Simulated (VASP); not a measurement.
# ZrN (Fm-3m) in VASP: notebook

Runs on ZrN. Level: PBE. Tasks: single point.

All numbers are computed with VASP 6.6.1; they aren't measurements. Logs are shortened: lines on timing, memory, paths and dates and some standing lists are left out, and cuts for length are marked.

## (1) The cell of the first run

It takes space group Fm-3m (No. 225, cubic). The conventional cell has a = 4.615 Å, b = 4.615 Å, c = 4.615 Å, α = 90.00°, β = 90.00°, γ = 90.00°. Within 3.0 Å of Zr (site symmetry m-3m) lie 6 N at 2.31 Å. Within 3.0 Å of N (site symmetry m-3m) lie 6 Zr at 2.31 Å.

## (2) Single point, PBE

The input, INCAR:

```
PREC = Accurate ; ENCUT = 600
EDIFF = 1E-6 ; ISMEAR = 1
SIGMA = 0.15 ; LREAL = False
LASPH = True ; NELM = 120
ALGO = Normal ; ISIF = 2
LWAVE = False ; LCHARG = False
GGA = PE ; NBANDS = 16
GGA_COMPAT = False
```

The input, KPOINTS:

```
Automatic mesh
0
Gamma
  11 11 11
```

The input, POSCAR:

```
ZrN
1.0
    0.0000000000      2.3076412521      2.3076412521
    2.3076412521      0.0000000000      2.3076412521
    2.3076412521      2.3076412521      0.0000000000
Zr N
1 1
Direct
    0.5000000000      0.5000000000      0.5000000000
    0.0000000000      0.0000000000      0.0000000000
```

Potentials or basis: VASP PAW PBE potentials, release 64 (Zr_sv, N).

Started as:

```sh
cat potpaw_PBE.64/Zr_sv/POTCAR potpaw_PBE.64/N/POTCAR > POTCAR
mpirun -np 1 vasp_std > vasp.out
```

OUTCAR:

```text
PREC = Accurate
   ENCUT = 600
   EDIFF = 1E-6
   ISMEAR = 1
   LREAL = False
   LASPH = True
   NELM = 120
   ISIF = 2
   GGA = PE

 ion  position               nearest neighbor table
   1  0.500  0.500  0.500-   2 2.31   2 2.31   2 2.31   2 2.31   2 2.31   2 2.31
   2  0.000  0.000  0.000-   1 2.31   1 2.31   1 2.31   1 2.31   1 2.31   1 2.31

  LATTYP: Found a face centered cubic cell.
 ALAT       =     4.6152825042

  Lattice vectors:

 A1 = (   0.0000000000,   2.3076412521,   2.3076412521)
 A2 = (   2.3076412521,   0.0000000000,   2.3076412521)
 A3 = (   2.3076412521,   2.3076412521,   0.0000000000)

Analysis of symmetry for initial positions (statically):
=====================================================================
 Subroutine PRICEL returns:
 Original cell was already a primitive cell.

 Routine SETGRP: Setting up the symmetry group for a
 face centered cubic supercell.

 Subroutine GETGRP returns: Found 48 space group operations
 (whereof 48 operations were pure point group operations)
 out of a pool of 48 trial point group operations.

The static configuration has the point symmetry O_h .

Analysis of symmetry for dynamics (positions and initial velocities):
=====================================================================
 Subroutine PRICEL returns:
 Original cell was already a primitive cell.

 Routine SETGRP: Setting up the symmetry group for a
 face centered cubic supercell.

 Subroutine GETGRP returns: Found 48 space group operations
 (whereof 48 operations were pure point group operations)
 out of a pool of 48 trial point group operations.

The dynamic configuration has the point symmetry O_h .

 Subroutine INISYM returns: Found 48 space group operations
 (whereof 48 operations are pure point group operations),
 and found     1 'primitive' translations

----------------------------------------------------------------------------------------

                                     Primitive cell

  volume of cell :      24.5773

  direct lattice vectors                    reciprocal lattice vectors
     0.000000000  2.307641252  2.307641252    -0.216671460  0.216671460  0.216671460
     2.307641252  0.000000000  2.307641252     0.216671460 -0.216671460  0.216671460
     2.307641252  2.307641252  0.000000000     0.216671460  0.216671460 -0.216671460

  length of vectors
     3.263497556  3.263497556  3.263497556     0.375285978  0.375285978  0.375285978

  position of ions in fractional coordinates (direct lattice)
     0.500000000  0.500000000  0.500000000
     0.000000000  0.000000000  0.000000000

  ion indices of the primitive-cell ions
   primitive index   ion index
                 1           1
                 2           2

----------------------------------------------------------------------------------------

 KPOINTS: Automatic mesh

Automatic generation of k-mesh.
 Grid dimensions read from file:
 generate k-points for:   11   11   11

 Generating k-lattice:

  Cartesian coordinates                     Fractional coordinates (reciprocal lattice)
    -0.019697405  0.019697405  0.019697405     0.090909091  0.000000000  0.000000000
     0.019697405 -0.019697405  0.019697405     0.000000000  0.090909091  0.000000000
     0.019697405  0.019697405 -0.019697405     0.000000000  0.000000000  0.090909091

  Length of vectors
     0.034116907  0.034116907  0.034116907

  Shift w.r.t. Gamma in fractional coordinates (k-lattice)
     0.000000000  0.000000000  0.000000000

 Subroutine IBZKPT returns following result:
 ===========================================

 Found     56 irreducible k-points:

 Following reciprocal coordinates:
            Coordinates               Weight
  0.000000  0.000000  0.000000      1.000000
  0.090909  0.000000  0.000000      8.000000
  0.181818  0.000000  0.000000      8.000000
  0.272727  0.000000  0.000000      8.000000
  0.363636  0.000000  0.000000      8.000000
  0.454545  0.000000  0.000000      8.000000
[... 16 lines left out ...]
 -0.272727  0.181818  0.000000     24.000000
 -0.181818  0.181818  0.000000     12.000000
 [... further k-points ...]
   k-points           NKPTS =     56   k-points in BZ     NKDIM =     56   number of bands    NBANDS=     16
   number of dos      NEDOS =    301   number of ions     NIONS =      2
   total plane-waves  NPLWV =  21952
   dimension x,y,z NGX =    28 NGY =   28 NGZ =   28
   dimension x,y,z NGXF=    56 NGYF=   56 NGZF=   56
   ions per type =               1   1
   NGX,Y,Z   is equivalent  to a cutoff of  14.26, 14.26, 14.26 a.u.
   NGXF,Y,Z  is equivalent  to a cutoff of  28.53, 28.53, 28.53 a.u.
 SYSTEM =  unknown system
   PREC   = accura    normal or accurate (medium, high low for compatibility)
   ISTART =      0    job   : 0-new  1-cont  2-samecut
   ICHARG =      2    charge: 1-file 2-atom 10-const
   ISPIN  =      1    spin polarized calculation?
   LNONCOLLINEAR =      F non collinear calculations
   LSORBIT =      F    spin-orbit coupling
   LASPH  =      T    aspherical Exc in radial PAW
   ENCUT  =  600.0 eV  44.10 Ry    6.64 a.u.   6.52  6.52  6.52*2*pi/ulx,y,z
   NELM   =    120;   NELMIN=  2; NELMDL= -5     # of ELM steps
   EDIFF  = 0.1E-05   stopping-criterion for ELM
   LREAL  =      F    real-space projection
[... 7 lines left out ...]
   TEBEG  =    0.0;   TEEND  =   0.0 temperature during run
   PSTRESS=    0.0 pullay stress
   NELECT =      17.0000    total number of electrons
   NUPDOWN=      -1.0000    fix difference up-down
   EMIN   =  10.00;   EMAX   =-10.00  energy-range for DOS
   EFERMI =   0.00;   METHOD = LEGACY
   ISMEAR =     1;   SIGMA  =   0.15  broadening in eV -4-tet -1-fermi 0-gaus
   EFERMI_NEDOS =   21; number of points for ismear=-14 and -15
   IALGO  =     38    algorithm
   IMIX   =      4    mixing-type and parameters
     AMIX     =   0.40;   BMIX     =  1.00
     AMIX_MAG =   1.60;   BMIX_MAG =  1.00
  volume/ion in A,a.u.               =      12.29        82.93
  Fermi-wavevector in a.u.,A,eV,Ry     =   1.447814  2.735972 28.520071  2.096166
  Thomas-Fermi vector in A             =   2.565726
   LORBIT       =      0    0 simple, 1 ext, 2 COOP (PROOUT), +10 PAW based schemes
   GGA     = PE    functional components
   LHFCALC =     F    Hartree Fock is set to
   AEXX    =    0.0000 exact exchange contribution
   IVDW    =     0    specifies the selected vdW correction
   LEPSILON=     F    determine dielectric tensor
   LRPA    =     F    only Hartree local field effects (RPA)
 non-spin polarized calculation
 Methfessel and Paxton  Order N= 1 SIGMA  =   0.15
  energy-cutoff  :      600.00
  volume of cell :       24.58
 maximum number of plane-waves:       869
 NGX is ok and might be reduce to    28
   NGX = 13   NGY = 13   NGZ = 13

 number of electron      17.0000000 magnetization

 Free energy of the ion-electron system (eV)
  ---------------------------------------------------
  ext. energy  EPLUGINS =         0.00000000
  ---------------------------------------------------
  free energy    TOTEN  =       -20.36393064 eV

  energy without entropy =      -20.36313803  energy(sigma->0) =      -20.36366644

 E-fermi :  11.6676     XC(G=0): -12.4003

 val. band max:       11.6358063350   @ k =  -0.0909   0.0909   0.0000
 cond. band min:      11.6783535331   @ k =  -0.0909   0.0909   0.0000
 fundamental gap:      0.0425471981
 Fermi energy:        11.6676156709

 k-point     1 :       0.0000    0.0000    0.0000
  band No.  band energies     occupation
      1     -37.9304      2.00000
      2     -15.5710      2.00000
      3     -15.5710      2.00000
      4     -15.5710      2.00000
      5      -4.4726      2.00000
      6       9.0855      2.00000
[... 8 lines left out ...]
     15      20.8695      0.00000
     16      33.8411      0.00000

 k-point     2 :       0.0909    0.0000    0.0000
  band No.  band energies     occupation
      1     -37.9203      2.00000
      2     -15.6657      2.00000
      3     -15.5781      2.00000
      4     -15.5781      2.00000
      5      -4.3138      2.00000
      6       8.4197      2.00000
[... 8 lines left out ...]
     15      21.4076      0.00000
     16      32.1233      0.00000

 k-point     3 :       0.1818    0.0000    0.0000
  band No.  band energies     occupation
      1     -37.8930      2.00000
      2     -15.9109      2.00000
      3     -15.5973      2.00000
      4     -15.5973      2.00000
      5      -3.8868      2.00000
      6       7.1346      2.00000
[... 8 lines left out ...]
     15      22.7254      0.00000
     16      29.8553      0.00000

 k-point     4 :       0.2727    0.0000    0.0000
  band No.  band energies     occupation
      1     -37.8571      2.00000
      2     -16.2144      2.00000
      3     -15.6221      2.00000
      4     -15.6221      2.00000
      5      -3.3164      2.00000
      6       5.8492      2.00000
[... 8 lines left out ...]
     15      23.8043      0.00000
     16      27.9274      0.00000
[... 324 lines left out ...]
 k-point    22 :      -0.3636    0.1818    0.0000
  band No.  band energies     occupation
      1     -37.7922      2.00000
      2     -16.4781      2.00000
      3     -15.8854      2.00000
      4     -15.6831      2.00000
      5      -2.7719      2.00000
      6       4.8620      2.00000
[... 8 lines left out ...]
     15      23.5149      0.00000
     16      24.0668      0.00000

 k-point    23 :      -0.2727    0.1818    0.0000
  band No.  band energies     occupation
      1     -37.8144      2.00000
      2     -16.3473      2.00000
      3     -15.8642      2.00000
      4     -15.6401      2.00000
      5      -2.9535      2.00000
      6       5.1264      2.00000
[... 8 lines left out ...]
     15      24.0114      0.00000
     16      24.4549      0.00000

 k-point    24 :      -0.1818    0.1818    0.0000
  band No.  band energies     occupation
      1     -37.8451      2.00000
      2     -16.1796      2.00000
      3     -15.7863      2.00000
      4     -15.6049      2.00000
      5      -3.2774      2.00000
      6       5.6887      2.00000
[... 8 lines left out ...]
     15      24.3009      0.00000
     16      25.4237      0.00000

 [... further k-points ...]

------------------------ aborting loop because EDIFF is reached ----------------------------------------

  FORCE on cell =-STRESS in cart. coord.  units (eV):
  Direction    XX          YY          ZZ          XY          YZ          ZX
  --------------------------------------------------------------------------------------
  -------------------------------------------------------------------------------------
  Total       -0.4715976     -0.4715976     -0.4715976      0.0000000      0.0000000     -0.0000000
  in kB      -30.7430757    -30.7430757    -30.7430757      0.0000000      0.0000000     -0.0000000
  external PRESSURE =     -30.7430757 kB  Pullay stress =       0.0000000 kB

 VOLUME and BASIS-vectors are now :
 -----------------------------------------------------------------------------
  energy-cutoff  :      600.00
  volume of cell :       24.58
      direct lattice vectors                 reciprocal lattice vectors
     0.000000000  2.307641252  2.307641252    -0.216671460  0.216671460  0.216671460
     2.307641252  0.000000000  2.307641252     0.216671460 -0.216671460  0.216671460
     2.307641252  2.307641252  0.000000000     0.216671460  0.216671460 -0.216671460

 POSITION                                       TOTAL-FORCE (eV/Angst)
 -----------------------------------------------------------------------------------
      2.30764      2.30764      2.30764         0.000000      0.000000      0.000000
      0.00000      0.00000      0.00000        -0.000000     -0.000000     -0.000000
 -----------------------------------------------------------------------------------
    total drift:                                0.000000      0.000000      0.000000

  FREE ENERGIE OF THE ION-ELECTRON SYSTEM (eV)
  ---------------------------------------------------
  free  energy   TOTEN  =       -20.3639306446 eV

  energy  without entropy=      -20.3631380256  energy(sigma->0) =      -20.36366644
```

Run time: 81 s. Hardware: 1 thread of AMD EPYC 7R43 (Zen 3), shared host; peak memory 0.13 GiB.

Results:

- Free energy: -20.3639 eV
- Pressure: -3.1 GPa
- Band gap on the k mesh: zero (an odd number of electrons rules out a gap without spin polarisation)

Levels at points of the mesh, in eV from the Fermi level:
| k point | band 5 | band 6 | band 7 | band 8 | band 9 | band 10 | band 11 | band 12 | band 13 | band 14 |
| --- | --- | --- | --- | --- | --- | --- | --- | --- | --- | --- |
| (0.00, 0.00, 0.00) | -16.14 | -2.58 | -2.58 | -2.58 | -0.34 | -0.34 | -0.34 | 1.59 | 1.59 | 2.74 |

Caveat: the cell stands under tension.

(Part 1 of 2 ends here.)
